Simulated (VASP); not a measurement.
Wanted: the native input for a VASP 6.6.1 run.

| Item | Value |
| --- | --- |
| Task | single point |
| Functional | PBEsol |
| Potentials or basis | VASP PAW PBE potentials, release 64 (V_sv) |
| Cutoff | 520 eV |
| k mesh | 6 × 6 × 4 |
| Occupations | gaussian, width 0.1 eV |
| Spin | collinear spin, ferromagnetic start |
| Starting moments | [2.0, 2.0] μB |
| Dipole correction | no |
| Further INCAR settings | ALGO = Normal; EDIFF = 1e-06; NBANDS = 24 |

The structure of V lies in POSCAR:

```
V
1.0
    2.8123009028      0.0000000000      0.0000000000
   -1.4061504514      2.4355240250      0.0000000000
    0.0000000000      0.0000000000      4.4514859626
V
2
Direct
    0.3333333333      0.6666666667      0.2500000000
    0.6666666667      0.3333333333      0.7500000000
```

This isn't the form of V at room conditions, which is bcc.

These files were run (other wordings do the same):

INCAR

```
PREC = Accurate
ENCUT = 520
EDIFF = 1E-6
ISMEAR = 0
SIGMA = 0.1
LREAL = False
LASPH = True
NELM = 150
ALGO = Normal
ISIF = 2
LWAVE = False
LCHARG = False
ISPIN = 2
MAGMOM = 2 2
LORBIT = 11
LMAXMIX = 4
GGA = PS
NBANDS = 24
```

KPOINTS

```
Automatic mesh
0
Gamma
  6 6 4
```

Potentials or basis: VASP PAW PBE potentials, release 64 (V_sv).

The run is started by

```sh
$ cat potpaw_PBE.64/V_sv/POTCAR > POTCAR
$ mpirun -np 1 vasp_std > vasp.out
```

It gave:

```yaml
Pressure: -18.6 GPa
Net_moment: 0.51 μB per cell
Site_moments: V +0.22 μB
Valence_electrons_inside_the_program's_atomic_spheres: V 11.47
```

Caveat: the k points lie up to 0.43 Å⁻¹ apart; the PAW data sets were made with another functional, which shifts forces and pressure a little.

It took 66 s on 1 thread of Intel Xeon 8259CL, on a shared host, peak memory 0.17 GiB.
